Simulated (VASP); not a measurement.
Input of a VASP 6.6.1 run:

The input INCAR:

```
ALGO = Normal
EDIFF = 1E-6
ENCUT = 500
GGA_COMPAT = False
ISIF = 2
ISMEAR = 0
LASPH = True
LCHARG = False
LREAL = False
LWAVE = False
NBANDS = 29
NELM = 120
PREC = Accurate
SIGMA = 0.02
```

File KPOINTS:

```
k-points
0
Gamma
  6 6 6
```

Contents of POSCAR:

```
CsCdCl3
1.0
    5.2041975209      0.0000000000      0.0000000000
    0.0000000000      5.2041975209      0.0000000000
    0.0000000000      0.0000000000      5.2041975209
Cs Cd Cl
1 1 3
Direct
    0.0000000000      0.0000000000      0.0000000000
    0.5000000000      0.5000000000      0.5000000000
    0.0000000000      0.5000000000      0.5000000000
    0.5000000000      0.0000000000      0.5000000000
    0.5000000000      0.5000000000      0.0000000000
```

Potentials or basis: VASP PAW LDA potentials, release 64 (Cs_sv, Cd, Cl).

The run is started by

```sh
$ cat potpaw_LDA.64/Cs_sv/POTCAR potpaw_LDA.64/Cd/POTCAR potpaw_LDA.64/Cl/POTCAR > POTCAR
$ mpirun -np 1 vasp_std > vasp.out
```

Predict the band gap on the k mesh.

1.53 eV, indirect (least direct gap 2.11 eV).

Predict the pressure.

-1.8 GPa.

Caveat: spin-orbit coupling is left out, which moves the levels of the heavy elements. A k mesh can miss the band edges.
